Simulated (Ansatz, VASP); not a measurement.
Ge: VASP beside Ansatz

```
Ge
1.0
     0.00000    2.93302    2.44496
     2.93302    0.00000    2.44496
     2.93302    2.93302    0.00000
Ge
2
Direct
  0.50000 0.50000 0.50000
  0.75000 0.75000 0.75000
```

Alike in both runs: task single point; functional PBE; k mesh 14 × 14 × 14; occupations gaussian, width 0.15 eV; no spin polarisation.

```csv
,VASP,Ansatz
version,VASP 6.6.1,Ansatz 0.2.0
potentials or method,"VASP PAW PBE potentials, release 64 (Ge_d), cutoff 520 eV","scalar-relativistic, plane waves, PAW"
valence electrons in the cell,28,28
```

|  | VASP | Ansatz | Ansatz less VASP |
| --- | --- | --- | --- |
| gap on the k mesh at the Fermi level (eV) | none | none | - |
| pressure (GPa) | 9.1 | 9.2 | +0.06 |
| traceless stress, the component that is largest in VASP (GPa) | 4.53 | 4.50 | -0.024 |

A gap of «none» marks a metal or a gap that the smearing closes. The functional is the same, so the differences come from potentials, cutoffs and numerics.
